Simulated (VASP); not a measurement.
Input of a VASP 6.6.1 run:

The input INCAR:

```
SYSTEM = AlCu3
ALGO = Fast ; EDIFF = 1E-7
EDIFFG = -0.008 ; ENCUT = 600
GGA = PS ; IBRION = 2
ISIF = 3 ; ISMEAR = 0
LASPH = .True. ; LCHARG = .False.
LREAL = .False. ; LWAVE = .False.
NELM = 100 ; NSW = 70
PREC = Accurate ; PSTRESS = 300.0
SIGMA = 0.1
```

KPOINTS

```
k-points
0
Gamma
  10 8 8
  0 0 0
```

The input POSCAR:

```
AlCu3
1.0
    3.9812487362      0.0000000000      0.0000000000
    0.0000000000      4.8722090111      0.0000000000
    0.0000000000      0.0000000000      4.2618444888
Al Cu
2 6
Direct
    0.0000000000      0.0000000000      0.6638041459
    0.5000000000      0.5000000000      0.3361958541
    0.0000000000      0.5000000000      0.6672544052
    0.5000000000      0.0000000000      0.3327455948
    0.0000000000      0.2509066340      0.1636718407
    0.0000000000      0.7490933660      0.1636718407
    0.5000000000      0.2490933660      0.8363281593
    0.5000000000      0.7509066340      0.8363281593
```

Potentials or basis: VASP PAW PBE potentials, release 64 (Al, Cu).

The run is started by

```sh
$ cat potpaw_PBE.64/Al/POTCAR potpaw_PBE.64/Cu/POTCAR > POTCAR
$ mpirun -np 1 vasp_std > vasp.out
```

Question: What does it give for the space group after relaxing (to 0.1 Å)?

Answer: Pmmn (No. 59).

Question: Predict the relaxed cell.

Answer: a = 3.990 Å, b = 4.886 Å, c = 4.267 Å, α = 90.00°, β = 90.00°, γ = 90.00°.

Forces on the atoms (eV/Å):
```
Al   0.000  0.000  0.005
Al   0.000  0.000 -0.005
Cu   0.000  0.000 -0.002
Cu   0.000  0.000  0.002
Cu   0.000 -0.003  0.001
Cu   0.000  0.003  0.001
Cu   0.000  0.003 -0.001
Cu   0.000 -0.003 -0.001
```

Caveat: the cell is relaxed towards a set pressure, so the run minimises the enthalpy, not the energy; the PAW data sets were made with another functional, which shifts forces and pressure a little.
